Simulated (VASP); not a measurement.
Write the native input for VASP 6.6.1 that does the following.

```
Task                   : single point
Functional             : PBEsol
Potentials or basis    : VASP PAW PBE potentials, release 64 (Se)
Cutoff                 : 520 eV
k mesh                 : 11 × 11 × 11
Occupations            : fermi-dirac, width 0.08 eV
Spin                   : no spin polarisation
Dipole correction      : no
Further INCAR settings : ALGO = Normal; EDIFF = 1e-06; NBANDS = 13
```

The structure of Se lies in POSCAR:

```
Se
1.0
    0.0000000000      2.3481059787      2.3481059787
    2.3481059787      0.0000000000      2.3481059787
    2.3481059787      2.3481059787      0.0000000000
Se
2
Direct
   -0.1250000000     -0.1250000000     -0.1250000000
    0.1250000000      0.1250000000      0.1250000000
```

This cell differs from its parent crystal: volume scaled by 0.43.

One way to write it, as run:

INCAR

```
SYSTEM = Se
PREC = Accurate
ENCUT = 520
EDIFF = 1E-6
ISMEAR = -1
SIGMA = 0.08
LREAL = .FALSE.
LASPH = .TRUE.
NELM = 100
ALGO = Normal
ISIF = 2
LWAVE = .FALSE.
LCHARG = .TRUE.
GGA = PS
LELF = .TRUE.
LVHAR = .TRUE.
NBANDS = 13
```

KPOINTS

```
Automatic mesh
0
G
  11 11 11
  0 0 0
```

Potentials or basis: VASP PAW PBE potentials, release 64 (Se).

The run is started by

```sh
$ cat potpaw_PBE.64/Se/POTCAR > POTCAR
$ mpirun -np 1 vasp_std > vasp.out
```

Results of the run:

The pressure is 195.6 GPa and the band gap on the k mesh is zero (band 6 reaches 14.90 eV, above the bottom of band 7 at 10.30 eV).

Caveat: the PAW data sets were made with another functional, which shifts forces and pressure a little.

Run time: 19 s on 1 thread of Intel(R) Xeon(R) Platinum 8259CL CPU @ 2.50GHz (Skylake/Cascade Lake) (shared host), peak memory 0.16 GiB.
